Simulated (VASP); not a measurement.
# ZnF2 (P4_2/mnm) in VASP: notebook

The runs below take ZnF2 through single point, with PBE, r2SCAN.

Everything below comes from runs of VASP 6.6.1. Logs are shortened: lines on timing, memory, paths and dates and some standing lists are left out, and cuts for length are marked.

### Step 1. The cell of the first run

The structure is tetragonal, space group P4_2/mnm (No. 136). The conventional cell has a = 4.703 Å, b = 4.703 Å, c = 3.133 Å, α = 90.00°, β = 90.00°, γ = 90.00°. Zn (site symmetry mmm) has 6 F at 2.02 to 2.04 Å within 2.7 Å. F (site symmetry m2m) has 3 Zn at 2.02 to 2.04 Å and 1 F at 2.62 Å within 2.7 Å.

### Step 2. Single point, PBE

Input file INCAR:

```
  PREC = Accurate
  ENCUT = 600
  EDIFF = 1E-6
  ISMEAR = -1
  SIGMA = 0.01
  LREAL = False
  LASPH = True
  NELM = 120
  ALGO = Normal
  ISIF = 2
  LWAVE = False
  LCHARG = False
  GGA = PE
  NBANDS = 35
  GGA_COMPAT = False
```

Input file KPOINTS:

```
Automatic mesh
0
Gamma
  7 7 11
```

Input file POSCAR:

```
ZnF2
1.0
    4.7029441700      0.0000000000      0.0000000000
    0.0000000000      4.7029441700      0.0000000000
    0.0000000000      0.0000000000      3.1328902100
Zn F
2 4
Direct
    0.5000000000      0.5000000000      0.5000000000
    0.0000000000      0.0000000000      0.0000000000
    0.6968616200      0.6968616200      0.0000000000
    0.8031383800      0.1968616200      0.5000000000
    0.3031383800      0.3031383800      0.0000000000
    0.1968616200      0.8031383800      0.5000000000
```

Potentials or basis: VASP PAW PBE potentials, release 64 (Zn, F).

Run with:

```
$ cat potpaw_PBE.64/Zn/POTCAR potpaw_PBE.64/F/POTCAR > POTCAR
$ mpirun -np 1 vasp_std > vasp.out
```

OUTCAR:

```text
PREC = Accurate
   ENCUT = 600
   EDIFF = 1E-6
   ISMEAR = -1
   LREAL = False
   LASPH = True
   NELM = 120
   ISIF = 2
   GGA = PE

 ion  position               nearest neighbor table
   1  0.500  0.500  0.500-   4 2.02   6 2.02   5 2.04   3 2.04   3 2.04   5 2.04
   2  0.000  0.000  0.000-   3 2.02   5 2.02   4 2.04   6 2.04   4 2.04   6 2.04
   3  0.697  0.697  0.000-   2 2.02   1 2.04   1 2.04
   4  0.803  0.197  0.500-   1 2.02   2 2.04   2 2.04
   5  0.303  0.303  0.000-   2 2.02   1 2.04   1 2.04
   6  0.197  0.803  0.500-   1 2.02   2 2.04   2 2.04

  LATTYP: Found a simple tetragonal cell.
 ALAT       =     4.7029441700
 C/A-ratio  =     0.6661550928

  Lattice vectors:

 A1 = (   4.7029441700,   0.0000000000,   0.0000000000)
 A2 = (   0.0000000000,   4.7029441700,   0.0000000000)
 A3 = (   0.0000000000,   0.0000000000,   3.1328902100)

Analysis of symmetry for initial positions (statically):
=====================================================================
 Subroutine PRICEL returns:
 Original cell was already a primitive cell.

 Routine SETGRP: Setting up the symmetry group for a
 simple tetragonal supercell.

 Subroutine GETGRP returns: Found 16 space group operations
 (whereof  8 operations were pure point group operations)
 out of a pool of 16 trial point group operations.

The static configuration has the point symmetry D_2h.
 The point group associated with its full space group is D_4h.

Analysis of symmetry for dynamics (positions and initial velocities):
=====================================================================
 Subroutine PRICEL returns:
 Original cell was already a primitive cell.

 Routine SETGRP: Setting up the symmetry group for a
 simple tetragonal supercell.

 Subroutine GETGRP returns: Found 16 space group operations
 (whereof  8 operations were pure point group operations)
 out of a pool of 16 trial point group operations.

The dynamic configuration has the point symmetry D_2h.
 The point group associated with its full space group is D_4h.

 Subroutine INISYM returns: Found 16 space group operations
 (whereof  8 operations are pure point group operations),
 and found     1 'primitive' translations

----------------------------------------------------------------------------------------

                                     Primitive cell

  volume of cell :      69.2923

  direct lattice vectors                    reciprocal lattice vectors
     4.702944170  0.000000000  0.000000000     0.212632760  0.000000000  0.000000000
     0.000000000  4.702944170  0.000000000     0.000000000  0.212632760  0.000000000
     0.000000000  0.000000000  3.132890210     0.000000000  0.000000000  0.319194077

  length of vectors
     4.702944170  4.702944170  3.132890210     0.212632760  0.212632760  0.319194077

  position of ions in fractional coordinates (direct lattice)
     0.500000000  0.500000000  0.500000000
     0.000000000  0.000000000  0.000000000
     0.696861620  0.696861620  0.000000000
     0.803138380  0.196861620  0.500000000
     0.303138380  0.303138380  0.000000000
     0.196861620  0.803138380  0.500000000

  ion indices of the primitive-cell ions
   primitive index   ion index
                 1           1
                 2           2
                 3           3
                 4           4
                 5           5
                 6           6

----------------------------------------------------------------------------------------

 KPOINTS: Automatic mesh

Automatic generation of k-mesh.
 Grid dimensions read from file:
 generate k-points for:    7    7   11

 Generating k-lattice:

  Cartesian coordinates                     Fractional coordinates (reciprocal lattice)
     0.030376109  0.000000000  0.000000000     0.142857143  0.000000000  0.000000000
     0.000000000  0.030376109  0.000000000     0.000000000  0.142857143  0.000000000
     0.000000000  0.000000000  0.029017643     0.000000000  0.000000000  0.090909091

  Length of vectors
     0.030376109  0.030376109  0.029017643

  Shift w.r.t. Gamma in fractional coordinates (k-lattice)
     0.000000000  0.000000000  0.000000000

 Subroutine IBZKPT returns following result:
 ===========================================

 Found     60 irreducible k-points:

 Following reciprocal coordinates:
            Coordinates               Weight
  0.000000  0.000000  0.000000      1.000000
  0.142857  0.000000  0.000000      4.000000
  0.285714  0.000000  0.000000      4.000000
  0.428571  0.000000  0.000000      4.000000
  0.142857  0.142857  0.000000      4.000000
  0.285714  0.142857  0.000000      8.000000
[... 16 lines left out ...]
  0.285714  0.000000  0.181818      8.000000
  0.428571  0.000000  0.181818      8.000000
 [... further k-points ...]
   k-points           NKPTS =     60   k-points in BZ     NKDIM =     60   number of bands    NBANDS=     35
   number of dos      NEDOS =    301   number of ions     NIONS =      6
   total plane-waves  NPLWV =  44800
   dimension x,y,z NGX =    40 NGY =   40 NGZ =   28
   dimension x,y,z NGXF=    80 NGYF=   80 NGZF=   56
   ions per type =               2   4
   NGX,Y,Z   is equivalent  to a cutoff of  14.14, 14.14, 14.86 a.u.
   NGXF,Y,Z  is equivalent  to a cutoff of  28.28, 28.28, 29.72 a.u.
 SYSTEM =  unknown system
   PREC   = accura    normal or accurate (medium, high low for compatibility)
   ISTART =      0    job   : 0-new  1-cont  2-samecut
   ICHARG =      2    charge: 1-file 2-atom 10-const
   ISPIN  =      1    spin polarized calculation?
   LNONCOLLINEAR =      F non collinear calculations
   LSORBIT =      F    spin-orbit coupling
   LASPH  =      T    aspherical Exc in radial PAW
   ENCUT  =  600.0 eV  44.10 Ry    6.64 a.u.   9.39  9.39  6.26*2*pi/ulx,y,z
   NELM   =    120;   NELMIN=  2; NELMDL= -5     # of ELM steps
   EDIFF  = 0.1E-05   stopping-criterion for ELM
   LREAL  =      F    real-space projection
   EDIFFG = 0.1E-04   stopping-criterion for IOM
   NSW    =      0    number of steps for IOM
   IBRION =     -1    ionic relax: 0-MD 1-quasi-New 2-CG
   NFREE  =      0    steps in history (QN), initial steepest desc. (CG)
   ISIF   =      2    stress and relaxation
   ISYM   =      2    0-nonsym 1-usesym 2-fastsym
   POTIM  = 0.5000    time-step for ionic-motion
   TEBEG  =    0.0;   TEEND  =   0.0 temperature during run
   PSTRESS=    0.0 pullay stress
   NELECT =      52.0000    total number of electrons
   NUPDOWN=      -1.0000    fix difference up-down
   EMIN   =  10.00;   EMAX   =-10.00  energy-range for DOS
   EFERMI =   0.00;   METHOD = LEGACY
   ISMEAR =    -1;   SIGMA  =   0.01  broadening in eV -4-tet -1-fermi 0-gaus
   EFERMI_NEDOS =   21; number of points for ismear=-14 and -15
   IALGO  =     38    algorithm
   IMIX   =      4    mixing-type and parameters
     AMIX     =   0.40;   BMIX     =  1.00
     AMIX_MAG =   1.60;   BMIX_MAG =  1.00
  volume/ion in A,a.u.               =      11.55        77.93
  Fermi-wavevector in a.u.,A,eV,Ry     =   1.487696  2.811339 30.112970  2.213241
  Thomas-Fermi vector in A             =   2.600825
   LORBIT       =      0    0 simple, 1 ext, 2 COOP (PROOUT), +10 PAW based schemes
   GGA     = PE    functional components
   LHFCALC =     F    Hartree Fock is set to
   AEXX    =    0.0000 exact exchange contribution
   IVDW    =     0    specifies the selected vdW correction
   LEPSILON=     F    determine dielectric tensor
   LRPA    =     F    only Hartree local field effects (RPA)
 non-spin polarized calculation
  energy-cutoff  :      600.00
  volume of cell :       69.29
 maximum number of plane-waves:      2333
 NGX is ok and might be reduce to    40
   NGX = 19   NGY = 19   NGZ = 13

 number of electron      52.0000010 magnetization

 Free energy of the ion-electron system (eV)
  ---------------------------------------------------
  ext. energy  EPLUGINS =         0.00000000
  ---------------------------------------------------
  free energy    TOTEN  =       -23.16233152 eV

  energy without entropy =      -23.16233152  energy(sigma->0) =      -23.16233152

 E-fermi :  -0.8240     XC(G=0): -10.2818

 val. band max:       -1.1060548040   @ k =   0.0000   0.0000   0.0000
 cond. band min:       2.3926197169   @ k =   0.0000   0.0000   0.0000
 fundamental gap:      3.4986745209
 Fermi energy:        -0.8240139576

 k-point     1 :       0.0000    0.0000    0.0000
  band No.  band energies     occupation
      1     -23.0162      2.00000
      2     -22.2399      2.00000
      3     -22.2399      2.00000
      4     -22.2032      2.00000
      5      -7.3718      2.00000
      6      -6.4804      2.00000
[... 27 lines left out ...]
     34      13.9381      0.00000
     35      13.9381      0.00000

 k-point     2 :       0.1429    0.0000    0.0000
  band No.  band energies     occupation
      1     -22.9847      2.00000
      2     -22.3155      2.00000
      3     -22.2333      2.00000
      4     -22.1703      2.00000
      5      -7.2721      2.00000
      6      -6.4479      2.00000
[... 27 lines left out ...]
     34      14.3993      0.00000
     35      14.4176      0.00000

 k-point     3 :       0.2857    0.0000    0.0000
  band No.  band energies     occupation
      1     -22.8948      2.00000
      2     -22.4459      2.00000
      3     -22.2152      2.00000
      4     -22.1578      2.00000
      5      -6.9957      2.00000
      6      -6.3721      2.00000
[... 27 lines left out ...]
     34      14.7652      0.00000
     35      15.1078      0.00000
[... 723 lines left out ...]
 k-point    23 :       0.2857    0.0000    0.1818
  band No.  band energies     occupation
      1     -22.8018      2.00000
      2     -22.4092      2.00000
      3     -22.2096      2.00000
      4     -22.1719      2.00000
      5      -6.7797      2.00000
      6      -6.2300      2.00000
[... 27 lines left out ...]
     34      13.7699      0.00000
     35      13.7856      0.00000

 k-point    24 :       0.4286    0.0000    0.1818
  band No.  band energies     occupation
      1     -22.6828      2.00000
      2     -22.5443      2.00000
      3     -22.1931      2.00000
      4     -22.1781      2.00000
      5      -6.4371      2.00000
      6      -6.1759      2.00000
[... 27 lines left out ...]
     34      13.6541      0.00000
     35      14.7922      0.00000

 [... further k-points ...]

------------------------ aborting loop because EDIFF is reached ----------------------------------------

  FORCE on cell =-STRESS in cart. coord.  units (eV):
  Direction    XX          YY          ZZ          XY          YZ          ZX
  --------------------------------------------------------------------------------------
  -------------------------------------------------------------------------------------
  Total        2.7823178      2.7823178      3.1845523      0.0000000      0.0000000      0.0000000
  in kB       64.3328055     64.3328055     73.6332793      0.0000000      0.0000000      0.0000000
  external PRESSURE =      67.4329634 kB  Pullay stress =       0.0000000 kB

 VOLUME and BASIS-vectors are now :
 -----------------------------------------------------------------------------
  energy-cutoff  :      600.00
  volume of cell :       69.29
      direct lattice vectors                 reciprocal lattice vectors
     4.702944170  0.000000000  0.000000000     0.212632760  0.000000000  0.000000000
     0.000000000  4.702944170  0.000000000     0.000000000  0.212632760  0.000000000
     0.000000000  0.000000000  3.132890210     0.000000000  0.000000000  0.319194077

 POSITION                                       TOTAL-FORCE (eV/Angst)
 -----------------------------------------------------------------------------------
      2.35147      2.35147      1.56645         0.000000      0.000000      0.000000
      0.00000      0.00000      0.00000         0.000000      0.000000      0.000000
      3.27730      3.27730      0.00000         0.023443      0.023443      0.000000
      3.77711      0.92583      1.56645        -0.023443      0.023443      0.000000
      1.42564      1.42564      0.00000        -0.023443     -0.023443      0.000000
      0.92583      3.77711      1.56645         0.023443     -0.023443      0.000000
 -----------------------------------------------------------------------------------
    total drift:                               -0.000000     -0.000000     -0.000000

  FREE ENERGIE OF THE ION-ELECTRON SYSTEM (eV)
  ---------------------------------------------------
  free  energy   TOTEN  =       -23.1623315197 eV

  energy  without entropy=      -23.1623315197  energy(sigma->0) =      -23.16233152
```

Wall time 80 s (1 thread of Intel Xeon 6975P-C (Granite Rapids), shared host); peak memory 0.27 GiB.

What came out:

```
Free energy            : -23.1623 eV
Pressure               : 6.7 GPa
Largest force          : 0.033 eV/Å
Band gap on the k mesh : 3.50 eV
```

Forces in eV/Å, atoms in the order of the input:
```
Zn   0.000  0.000  0.000
Zn   0.000  0.000  0.000
F    0.023  0.023  0.000
F   -0.023  0.023  0.000
F   -0.023 -0.023  0.000
F    0.023 -0.023  0.000
```

Caveat: the cell stands under pressure; an odd mesh through Γ misses points on the zone boundary, where band edges can lie.

### Step 3. Single point, r2SCAN

POSCAR is that of step 2.

Input file INCAR.step1:

```
SYSTEM = ZnF2
  ALGO = Normal
  EDIFF = 1E-5
  ENCUT = 660
  GGA = PE
  GGA_COMPAT = .False.
  ISMEAR = -1
  LASPH = .True.
  LCHARG = .False.
  LREAL = .False.
  LWAVE = .True.
  NBANDS = 35
  NELM = 120
  PREC = Accurate
  SIGMA = 0.01
```

Input file INCAR.step2:

```
SYSTEM = ZnF2
  ALGO = Normal
  EDIFF = 1E-6
  ENCUT = 660
  GGA_COMPAT = .False.
  ISIF = 2
  ISMEAR = -1
  ISTART = 1
  LASPH = .True.
  LCHARG = .True.
  LELF = .True.
  LMIXTAU = .True.
  LREAL = .False.
  LVHAR = .True.
  LWAVE = .False.
  METAGGA = R2SCAN
  NBANDS = 35
  NELM = 120
  PREC = Accurate
  SIGMA = 0.01
```

Input file KPOINTS:

```
k-points
0
Gamma
  7 7 11
  0 0 0
```

Potentials or basis: VASP PAW PBE potentials, release 64 (Zn, F).

Run with:

```
$ cat potpaw_PBE.64/Zn/POTCAR potpaw_PBE.64/F/POTCAR > POTCAR
$ cp INCAR.step1 INCAR
$ mpirun -np 1 vasp_std > vasp.out
$ cp INCAR.step2 INCAR
$ mpirun -np 1 vasp_std > vasp.out
```

Wall time 4.6 min (1 thread of Intel Xeon 6975P-C (Granite Rapids), shared host); peak memory 0.31 GiB.

Results (log left out):

```
Free energy            : -45.6876 eV
Pressure               : 0.1 GPa
Largest force          : 0.006 eV/Å
Band gap on the k mesh : 4.21 eV
```

Forces in eV/Å, atoms in the order of the input:
```
Zn   0.000  0.000  0.000
Zn   0.000  0.000  0.000
F    0.004  0.004  0.000
F   -0.004  0.004  0.000
F   -0.004 -0.004  0.000
F    0.004 -0.004  0.000
```

Levels at points of the mesh, in eV from the valence-band top:
```
           k point  band 24  band 25  band 26  band 27  band 28  band 29
(0.00, 0.00, 0.00)    -0.38    -0.38     0.00     4.21    10.24    10.42
```

Caveat: the PAW data sets were made with another functional, which shifts forces and pressure a little; an odd mesh through Γ misses points on the zone boundary, where band edges can lie.
